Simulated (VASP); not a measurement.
A run of VASP 6.6.1 is set up as follows.

The input INCAR:

```
  ALGO = Normal
  EDIFF = 1E-6
  EDIFFG = -0.001
  ENCUT = 600
  GGA = PE
  IBRION = 2
  ISIF = 3
  ISMEAR = 0
  LASPH = True
  LCHARG = False
  LREAL = False
  LWAVE = False
  NELM = 80
  NSW = 80
  PREC = Accurate
  PSTRESS = 200.0
  SIGMA = 0.01
```

KPOINTS

```
k-points
0
Gamma
  8 8 8
```

File POSCAR:

```
GaP
1.0
    0.0000000000      2.7530369405      2.7530369405
    2.7530369405      0.0000000000      2.7530369405
    2.7530369405      2.7530369405      0.0000000000
Ga P
1 1
Direct
    0.0000000000      0.0000000000      0.0000000000
    0.7500000000      0.7500000000      0.7500000000
```

Potentials or basis: VASP PAW PBE potentials, release 64 (Ga_d, P).

Launch:

```sh
$ cat potpaw_PBE.64/Ga_d/POTCAR potpaw_PBE.64/P/POTCAR > POTCAR
$ mpirun -np 1 vasp_std > vasp.out
```

(1) What does it give for the relaxed volume?

(2) What does it give for the space group after relaxing (to 0.05 Å)?

(3) Estimate the relaxed cell.

## Answers

(1) 17.48 Å³/atom.

(2) F-43m (No. 216).

(3) a = 3.670 Å, b = 3.670 Å, c = 3.670 Å, α = 60.00°, β = 60.00°, γ = 60.00°.

Caveat: the cell is relaxed towards a set pressure, so the enthalpy falls and the energy may rise; the volume moved by over 15 % at a fixed basis, so the end points are rough.
